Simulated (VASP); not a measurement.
# MgS (R3m) in VASP: single point with HSE06

Aim: the single point of MgS with HSE06.

All numbers are computed with VASP 6.6.1; they aren't measurements. Logs are shortened: lines on timing, memory, paths and dates and some standing lists are left out, and cuts for length are marked.

## 1. The cell of the first run

The structure is trigonal, space group R3m (No. 160). Conventional cell: a = 3.868 Å, b = 3.868 Å, c = 10.060 Å, α = 90.00°, β = 90.00°, γ = 120.00°. Mg (site symmetry 3m) has 4 S at 2.41 to 2.44 Å within 3.2 Å. S (site symmetry 3m) has 4 Mg at 2.41 to 2.44 Å within 3.2 Å.

## 2. Single point, HSE06 (epitaxial 111 strain -3.4%)

POSCAR reads:

```
MgS
1.0
    0.1127252620      2.8476353761      2.8476353761
    2.8476353761      0.1127252620      2.8476353761
    2.8476353761      2.8476353761      0.1127252620
Mg S
1 1
Direct
    0.0037658601      0.0037658601      0.0037658601
    0.2462341399      0.2462341399      0.2462341399
```

INCAR.step1 reads:

```
PREC     = Accurate       # precision mode
ENCUT    = 520            # plane-wave cutoff, eV
EDIFF    = 1E-5           # SCF threshold, eV
ISMEAR   = 0              # smearing method
SIGMA    = 0.01           # smearing width, eV
LREAL    = False          # projectors in reciprocal space
LASPH    = True           # aspherical terms in the spheres
NELM     = 80             # most SCF steps
ALGO     = Normal         # electronic algorithm
ISIF     = 2              # what is computed and relaxed
LWAVE    = True           # write WAVECAR
LCHARG   = False          # write CHGCAR
NBANDS   = 11             # bands
GGA      = PE             # functional
```

INCAR.step2 reads:

```
PREC     = Accurate       # precision mode
ENCUT    = 520            # plane-wave cutoff, eV
EDIFF    = 1E-6           # SCF threshold, eV
ISMEAR   = 0              # smearing method
SIGMA    = 0.01           # smearing width, eV
LREAL    = False          # projectors in reciprocal space
LASPH    = True           # aspherical terms in the spheres
NELM     = 80             # most SCF steps
ALGO     = Normal         # electronic algorithm
ISIF     = 2              # what is computed and relaxed
LWAVE    = False          # write WAVECAR
LCHARG   = False          # write CHGCAR
GGA      = PE             # functional
LHFCALC  = True           # exact exchange
HFSCREEN = 0.2079         # screening, 1/A
PRECFOCK = Normal       
NBANDS   = 11             # bands
ISTART   = 1
```

KPOINTS reads:

```
regular mesh
0
Gamma
  6 6 6
```

Potentials or basis: VASP PAW PBE potentials, release 64 (Mg, S).

On the command line:

```console
$ cat potpaw_PBE.64/Mg/POTCAR potpaw_PBE.64/S/POTCAR > POTCAR
$ cp INCAR.step1 INCAR
$ mpirun -np 1 vasp_std > vasp.out
$ cp INCAR.step2 INCAR
$ mpirun -np 1 vasp_std > vasp.out
```

OUTCAR:

```text
PREC = Accurate
   ENCUT = 520
   EDIFF = 1E-6
   ISMEAR = 0
   LREAL = False
   LASPH = True
   NELM = 80
   ISIF = 2
   GGA = PE
   LHFCALC = True
   HFSCREEN = 0.2079
   PRECFOCK = Normal
   ISTART = 1

 ion  position               nearest neighbor table
   1  0.004  0.004  0.004-   2 2.41   2 2.41   2 2.41   2 2.44
   2  0.246  0.246  0.246-   1 2.41   1 2.41   1 2.41   1 2.44

  LATTYP: Found a trigonal (rhomboedric) cell.
 ALAT       =     4.0287419196
 COS(alpha) =     0.5391631284

  Lattice vectors:

 A1 = (   0.1127252620,   2.8476353761,   2.8476353761)
 A2 = (   2.8476353761,   0.1127252620,   2.8476353761)
 A3 = (   2.8476353761,   2.8476353761,   0.1127252620)

Analysis of symmetry for initial positions (statically):
=====================================================================
 Subroutine PRICEL returns:
 Original cell was already a primitive cell.

 Routine SETGRP: Setting up the symmetry group for a
 trigonal (rhombohedral) supercell.

 Subroutine GETGRP returns: Found  6 space group operations
 (whereof  6 operations were pure point group operations)
 out of a pool of 12 trial point group operations.

The static configuration has the point symmetry C_3v.

Analysis of symmetry for dynamics (positions and initial velocities):
=====================================================================
 Subroutine PRICEL returns:
 Original cell was already a primitive cell.

 Routine SETGRP: Setting up the symmetry group for a
 trigonal (rhombohedral) supercell.

 Subroutine GETGRP returns: Found  6 space group operations
 (whereof  6 operations were pure point group operations)
 out of a pool of 12 trial point group operations.

The dynamic configuration has the point symmetry C_3v.

 Subroutine INISYM returns: Found  6 space group operations
 (whereof  6 operations are pure point group operations),
 and found     1 'primitive' translations

----------------------------------------------------------------------------------------

                                     Primitive cell

  volume of cell :      43.4423

  direct lattice vectors                    reciprocal lattice vectors
     0.112725262  2.847635376  2.847635376    -0.186369678  0.179273052  0.179273052
     2.847635376  0.112725262  2.847635376     0.179273052 -0.186369678  0.179273052
     2.847635376  2.847635376  0.112725262     0.179273052  0.179273052 -0.186369678

  length of vectors
     4.028741920  4.028741920  4.028741920     0.314660629  0.314660629  0.314660629

  position of ions in fractional coordinates (direct lattice)
     0.003765860  0.003765860  0.003765860
     0.246234140  0.246234140  0.246234140

  ion indices of the primitive-cell ions
   primitive index   ion index
                 1           1
                 2           2

----------------------------------------------------------------------------------------

 KPOINTS: regular mesh

Automatic generation of k-mesh.
 Grid dimensions read from file:
 generate k-points for:    6    6    6

 Generating k-lattice:

  Cartesian coordinates                     Fractional coordinates (reciprocal lattice)
    -0.031061613  0.029878842  0.029878842     0.166666667  0.000000000 -0.000000000
     0.029878842 -0.031061613  0.029878842     0.000000000  0.166666667 -0.000000000
     0.029878842  0.029878842 -0.031061613     0.000000000  0.000000000  0.166666667

  Length of vectors
     0.052443438  0.052443438  0.052443438

  Shift w.r.t. Gamma in fractional coordinates (k-lattice)
     0.000000000  0.000000000  0.000000000

 Subroutine IBZKPT returns following result:
 ===========================================

 Found     32 irreducible k-points:

 Following reciprocal coordinates:
            Coordinates               Weight
  0.000000  0.000000  0.000000      1.000000
  0.166667 -0.000000 -0.000000      6.000000
  0.333333  0.000000 -0.000000      6.000000
  0.500000  0.000000 -0.000000      3.000000
  0.166667  0.166667 -0.000000      6.000000
  0.333333  0.166667  0.000000     12.000000
[... 16 lines left out ...]
  0.500000  0.500000  0.166667      6.000000
 -0.333333  0.500000  0.166667     12.000000
 [... further k-points ...]
   k-points           NKPTS =     32   k-points in BZ     NKDIM =    216   number of bands    NBANDS=     11
   number of dos      NEDOS =    301   number of ions     NIONS =      2
   total plane-waves  NPLWV =  27000
   dimension x,y,z NGX =    30 NGY =   30 NGZ =   30
   dimension x,y,z NGXF=    60 NGYF=   60 NGZF=   60
   ions per type =               1   1
   NGX,Y,Z   is equivalent  to a cutoff of  12.38, 12.38, 12.38 a.u.
   NGXF,Y,Z  is equivalent  to a cutoff of  24.76, 24.76, 24.76 a.u.
 SYSTEM =  unknown system
   PREC   = accura    normal or accurate (medium, high low for compatibility)
   ISTART =      1    job   : 0-new  1-cont  2-samecut
   ICHARG =      0    charge: 1-file 2-atom 10-const
   ISPIN  =      1    spin polarized calculation?
   LNONCOLLINEAR =      F non collinear calculations
   LSORBIT =      F    spin-orbit coupling
   LASPH  =      T    aspherical Exc in radial PAW
   ENCUT  =  520.0 eV  38.22 Ry    6.18 a.u.   7.49  7.49  7.49*2*pi/ulx,y,z
   NELM   =     80;   NELMIN=  2; NELMDL=  0     # of ELM steps
   EDIFF  = 0.1E-05   stopping-criterion for ELM
   LREAL  =      F    real-space projection
   EDIFFG = 0.1E-04   stopping-criterion for IOM
   NSW    =      0    number of steps for IOM
   IBRION =     -1    ionic relax: 0-MD 1-quasi-New 2-CG
   NFREE  =      0    steps in history (QN), initial steepest desc. (CG)
   ISIF   =      2    stress and relaxation
   ISYM   =      3    0-nonsym 1-usesym 2-fastsym
   POTIM  = 0.5000    time-step for ionic-motion
   TEBEG  =    0.0;   TEEND  =   0.0 temperature during run
   PSTRESS=    0.0 pullay stress
   NELECT =       8.0000    total number of electrons
   NUPDOWN=      -1.0000    fix difference up-down
   EMIN   =  10.00;   EMAX   =-10.00  energy-range for DOS
   EFERMI =   0.00;   METHOD = LEGACY
   ISMEAR =     0;   SIGMA  =   0.01  broadening in eV -4-tet -1-fermi 0-gaus
   EFERMI_NEDOS =   21; number of points for ismear=-14 and -15
   IALGO  =     38    algorithm
   IMIX   =      1    mixing-type and parameters
     AMIX     =   0.40;   BMIX     =  1.00
     AMIX_MAG =   1.60;   BMIX_MAG =  1.00
  volume/ion in A,a.u.               =      21.72       146.58
  Fermi-wavevector in a.u.,A,eV,Ry     =   0.931395  1.760082 11.803015  0.867497
  Thomas-Fermi vector in A             =   2.057884
   LORBIT       =      0    0 simple, 1 ext, 2 COOP (PROOUT), +10 PAW based schemes
   GGA     = PE    functional components
   LHFCALC =     T    Hartree Fock is set to
   PRECFOCK=normal    Normal, Fast or Accurate (Low or Medium for compatibility)
   ENCUT4O =  -1.0   cutoff for four orbital integrals eV
   NKREDX  =     1    reduce k-point grid by
   NKREDY  =     1    reduce k-point grid by
   NKREDZ  =     1    reduce k-point grid by
   AEXX    =    0.2500 exact exchange contribution
   HFSCREEN=    0.2079 screening length (either q_TF or 0.3 A-1)
   HFSCREENC=   0.2079 screening length for correlation (either q_TF or 0.3 A-1)
   ENCUTFOCK=  -1.0 apply spherical cutoff to Coloumb kernel
   IVDW    =     0    specifies the selected vdW correction
   LEPSILON=     F    determine dielectric tensor
   LRPA    =     F    only Hartree local field effects (RPA)
 non-spin polarized calculation
 Gauss-broadening in eV      SIGMA  =   0.01
  energy-cutoff  :      520.00
  volume of cell :       43.44
 maximum number of plane-waves:      1181
 NGX is ok and might be reduce to    30
  NGX = 24; NGY = 24; NGZ = 24

 number of electron       8.0000000 magnetization

 Free energy of the ion-electron system (eV)
  ---------------------------------------------------
  ext. energy  EPLUGINS =         0.00000000
  ---------------------------------------------------
  free energy    TOTEN  =        -9.80913570 eV

  energy without entropy =       -9.80913570  energy(sigma->0) =       -9.80913570

 E-fermi :   0.8553     XC(G=0):  -7.1559

 val. band max:        0.7640469640   @ k =   0.0000   0.0000   0.0000
 cond. band min:       5.2858929506   @ k =   0.0000   0.0000   0.0000
 fundamental gap:      4.5218459866
 Fermi energy:         0.8552770012

 k-point     1 :       0.0000    0.0000    0.0000
  band No.  band energies     occupation
      1     -11.9680      2.00000
      2       0.3448      2.00000
      3       0.7640      2.00000
      4       0.7640      2.00000
      5       5.2859      0.00000
      6       9.4263      0.00000
      7      10.2183      0.00000
      8      10.2183      0.00000
      9      12.9402      0.00000
     10      12.9402      0.00000
     11      15.8893      0.00000

 k-point     2 :       0.1667   -0.0000   -0.0000
  band No.  band energies     occupation
      1     -11.7784      2.00000
      2      -0.4737      2.00000
      3       0.3079      2.00000
      4       0.6349      2.00000
      5       6.2829      0.00000
      6       9.8140      0.00000
      7       9.8850      0.00000
      8      10.4644      0.00000
      9      12.0846      0.00000
     10      12.3956      0.00000
     11      14.8312      0.00000

 k-point     3 :       0.3333    0.0000   -0.0000
  band No.  band energies     occupation
      1     -11.3495      2.00000
      2      -2.1731      2.00000
      3       0.1395      2.00000
      4       0.4005      2.00000
      5       6.9349      0.00000
      6       9.5246      0.00000
      7       9.9768      0.00000
      8      10.3089      0.00000
      9      12.9984      0.00000
     10      13.7698      0.00000
     11      14.2625      0.00000
[... 267 lines left out ...]
 k-point    23 :       0.5000    0.5000    0.1667
  band No.  band energies     occupation
      1     -10.9740      2.00000
      2      -2.3288      2.00000
      3      -1.0769      2.00000
      4      -0.1876      2.00000
      5       6.2926      0.00000
      6       8.1957      0.00000
      7      12.1067      0.00000
      8      12.9368      0.00000
      9      13.8429      0.00000
     10      15.5638      0.00000
     11      16.5654      0.00000

 k-point    24 :      -0.3333    0.5000    0.1667
  band No.  band energies     occupation
      1     -10.8613      2.00000
      2      -2.2156      2.00000
      3      -1.1921      2.00000
      4      -0.7731      2.00000
      5       6.5753      0.00000
      6       8.7957      0.00000
      7      11.2206      0.00000
      8      11.9244      0.00000
      9      14.9049      0.00000
     10      16.1022      0.00000
     11      16.4133      0.00000

 [... further k-points ...]

------------------------ aborting loop because EDIFF is reached ----------------------------------------

  FORCE on cell =-STRESS in cart. coord.  units (eV):
  Direction    XX          YY          ZZ          XY          YZ          ZX
  --------------------------------------------------------------------------------------
  -------------------------------------------------------------------------------------
  Total        0.6908273      0.6908273      0.6908273     -0.3667074     -0.3667074     -0.3667074
  in kB       25.4781343     25.4781343     25.4781343    -13.5243956    -13.5243956    -13.5243956
  external PRESSURE =      25.4781343 kB  Pullay stress =       0.0000000 kB

 VOLUME and BASIS-vectors are now :
 -----------------------------------------------------------------------------
  energy-cutoff  :      520.00
  volume of cell :       43.44
      direct lattice vectors                 reciprocal lattice vectors
     0.112725262  2.847635376  2.847635376    -0.186369678  0.179273052  0.179273052
     2.847635376  0.112725262  2.847635376     0.179273052 -0.186369678  0.179273052
     2.847635376  2.847635376  0.112725262     0.179273052  0.179273052 -0.186369678

 POSITION                                       TOTAL-FORCE (eV/Angst)
 -----------------------------------------------------------------------------------
      0.02187      0.02187      0.02187        -0.002036     -0.002036     -0.002036
      1.43013      1.43013      1.43013         0.002036      0.002036      0.002036
 -----------------------------------------------------------------------------------
    total drift:                                0.000076      0.000076      0.000076

  FREE ENERGIE OF THE ION-ELECTRON SYSTEM (eV)
  ---------------------------------------------------
  free  energy   TOTEN  =        -9.8091356996 eV

  energy  without entropy=       -9.8091356996  energy(sigma->0) =       -9.80913570
```

Wall time 43 min (1 thread of Oxide Virtual Turin-like, shared host); peak memory 0.27 GiB.

Results:

```yaml
Free_energy: -9.8091 eV
Pressure: 2.5 GPa
Largest_force: 0.004 eV/Å
Band_gap_on_the_k_mesh: 4.52 eV
```

Forces on the atoms (eV/Å):
```
Mg  -0.002 -0.002 -0.002
S    0.002  0.002  0.002
```

Caveat: the cell differs from its parent crystal (epitaxial 111 strain -3.4%); the structure was generated, so it needn't be the stable form of MgS; the PAW data sets were made with another functional, which shifts forces and pressure a little.
